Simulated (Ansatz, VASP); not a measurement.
**Two plane-wave programs on Co**

```
Co
1.0
     2.49328    0.00000    0.00000
    -1.24664    2.15925    0.00000
     0.00000    0.00000    4.03239
Co
2
Direct
  0.66667 0.33333 0.25000
  0.33333 0.66667 0.75000
```

Alike in both runs: task single point; functional PBE; k mesh 24 × 24 × 12; occupations gaussian, width 0.15 eV; no spin polarisation.

|  | VASP | Ansatz |
| --- | --- | --- |
| version | VASP 6.6.1 | Ansatz 0.2.0 |
| potentials or method | VASP PAW PBE potentials, release 64 (Co), cutoff 520 eV | scalar-relativistic, plane waves, PAW |
| valence electrons in the cell | 18 | 34 |

VASP gave:

* gap on the k mesh at the Fermi level (eV): none
* pressure (GPa): -11.6
* traceless stress, the component that is largest in VASP (GPa): -0.67

Task: Which values does Ansatz return?

Result: gap on the k mesh at the Fermi level (eV): none; pressure (GPa): -11.1; traceless stress, the component that is largest in VASP (GPa): -0.64.

A gap of «none» marks a metal or a gap that the smearing closes. VASP's potentials hold 18 valence electrons a cell and Ansatz's 34, so a difference there can come from the potentials and not from the codes.
